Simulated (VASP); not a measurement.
# Cs: relaxation of cell and atoms with PBE

The system is Cs.

```xyz
1
Lattice="5.0390 0.0000 0.0000 0.0000 5.0390 0.0000 0.0000 0.0000 5.0390" Properties=species:S:1:pos:R:3 pbc="T T T"
Cs    2.5195    2.5195    2.5195
```

The cell was built from a structure type or drawn by symmetry, and may not be a known phase.

```json
{"Program": "VASP 6.6.1", "Task": "relaxation of cell and atoms", "Functional": "PBE", "Potentials or basis": "VASP PAW PBE potentials, release 64 (Cs_sv)", "Cutoff": "600 eV", "k mesh": "12 × 12 × 12", "Occupations": "gaussian, width 0.1 eV", "Spin": "no spin polarisation", "Dipole correction": "no", "Further INCAR settings": "ALGO = Fast; EDIFF = 1e-06; IBRION = 2; EDIFFG = -0.01; NSW = 100; ISIF = 3"}
```

```yaml
Pressure_after_relaxing: 0.0 GPa
Band_gap_on_the_k_mesh: zero (an odd number of electrons rules out a gap without spin polarisation)
```

Final structure:
```
Cs
1.0
     5.03901    0.00000    0.00000
     0.00000    5.03901    0.00000
     0.00000    0.00000    5.03901
Cs
1
Direct
  0.50000 0.50000 0.50000
```

Levels at points of the mesh, in eV from the Fermi level:
```csv
k point,band 2,band 3,band 4,band 5,band 6,band 7
"(0.00, 0.00, 0.00)",-10.80,-10.80,-10.80,-1.58,1.34,1.34
"(0.50, 0.00, 0.00)",-10.95,-10.79,-10.79,-0.21,0.40,1.75
"(0.50, 0.50, 0.00)",-10.93,-10.93,-10.77,0.36,1.14,1.94
"(0.50, 0.50, 0.50)",-10.92,-10.92,-10.92,1.08,1.08,1.08
```

It took 30 s on 1 thread of Intel(R) Xeon(R) 6975P-C (Granite Rapids), with other jobs on the host, peak memory 0.3 GiB.

Caveat: the relaxation stopped at its first step, so nothing moved; spin-orbit coupling is left out, which moves the levels of the heavy elements.
